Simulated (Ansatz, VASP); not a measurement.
# Two plane-wave programs on SiC5

```
CELL_PARAMETERS angstrom
3.31133 0.00000 0.00000
-1.65567 2.86770 0.00000
0.00000 0.00000 8.09451
ATOMIC_POSITIONS crystal
Si 0.00000 0.00000 0.50000
C 0.00000 0.50000 0.00000
C 0.50000 0.00000 0.00000
C 0.50000 0.50000 0.00000
C 0.66667 0.33333 0.50000
C 0.33333 0.66667 0.50000
```

Change from the starting cell: species swapped into the YMg5 type (P-62m, No. 189).

Alike in both runs: functional PBE; k mesh 12 × 12 × 6; occupations gaussian, width 0.1 eV; no spin polarisation.

Ansatz relaxed the structure, and its values are those at the end. VASP's run is a single point on that final structure, the one shown.

|  | VASP | Ansatz |
| --- | --- | --- |
| version | VASP 6.6.1 | Ansatz 0.2.0 |
| potentials or method | VASP PAW PBE potentials, release 64 (Si, C), cutoff 520 eV | scalar-relativistic, plane waves, PAW |
| valence electrons in the cell | 24 | 24 |

```csv
,VASP,Ansatz,Ansatz less VASP
gap on the k mesh at the Fermi level (eV),none,none,-
pressure (GPa),0.0,0.0,-0.01
```

A gap of «none» marks a metal or a gap that the smearing closes.
